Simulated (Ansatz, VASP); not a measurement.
## AlSn in VASP and in Ansatz

The input INCAR:

```
  ALGO = Fast
  EDIFF = 1E-6
  EDIFFG = -0.01
  ENCUT = 600
  GGA = PE
  IBRION = 2
  ISIF = 3
  ISMEAR = 0
  LASPH = T
  LCHARG = F
  LREAL = F
  LWAVE = F
  NELM = 60
  NSW = 100
  PREC = Accurate
  SIGMA = 0.1
```

File KPOINTS:

```
k-points
0
Gamma
  12 12 12
```

The input POSCAR:

```
AlSn
1.0
    0.0000000000      3.6288961422      3.6288961422
    3.6288961422      0.0000000000      3.6288961422
    3.6288961422      3.6288961422      0.0000000000
Al Sn
2 2
Direct
    0.5000000000      0.5000000000      0.5000000000
    0.7500000000      0.7500000000      0.7500000000
    0.2500000000      0.2500000000      0.2500000000
    0.0000000000      0.0000000000      0.0000000000
```

Input for Ansatz:

```yaml
crystal:
  lattice:
    - [0.0, 3.6288961422, 3.6288961422]
    - [3.6288961422, 0.0, 3.6288961422]
    - [3.6288961422, 3.6288961422, 0.0]
  atoms:
    - { symbol: Al, position: [0.5, 0.5, 0.5] }
    - { symbol: Al, position: [0.75, 0.75, 0.75] }
    - { symbol: Sn, position: [0.25, 0.25, 0.25] }
    - { symbol: Sn, position: [0.0, 0.0, 0.0] }
basis:
  ecutwfc: 420
kpoints:
  mp_grid: { grid: [12, 12, 12] }
hamiltonian:
  xc: pbe
scf:
  occupations: { method: gaussian, width: 0.1 }
output:
  forces: true
  stress: true
  eigenvalues: true
  write_density: true
  write_potential: true
  elf: true
  volumetric_format: npy
relax:
  adjacent_minimum: "off"
  f_tol: 0.01
  max_steps: 80
  cell: { stress_tol: 0.05 }
```

Alike in both runs: task relaxation of cell and atoms; functional PBE; k mesh 12 × 12 × 12; occupations gaussian, width 0.1 eV; no spin polarisation.

|  | VASP | Ansatz |
| --- | --- | --- |
| version | VASP 6.6.1 | Ansatz 0.2.0 |
| potentials or method | VASP PAW PBE potentials, release 64 (Al, Sn_d), cutoff 600 eV | scalar-relativistic, plane waves, PAW |
| valence electrons in the cell | 34 | 34 |

```tsv
	VASP	Ansatz	Ansatz less VASP
gap on the k mesh at the Fermi level, each at its own relaxed structure (eV)	none	none	-
relaxed volume (Å³/atom)	23.10	23.12	+0.015
relaxed cell length with the largest relative difference (Å)	5.075	5.076	+0.0011
```

A gap of «none» marks a metal or a gap that the smearing closes.
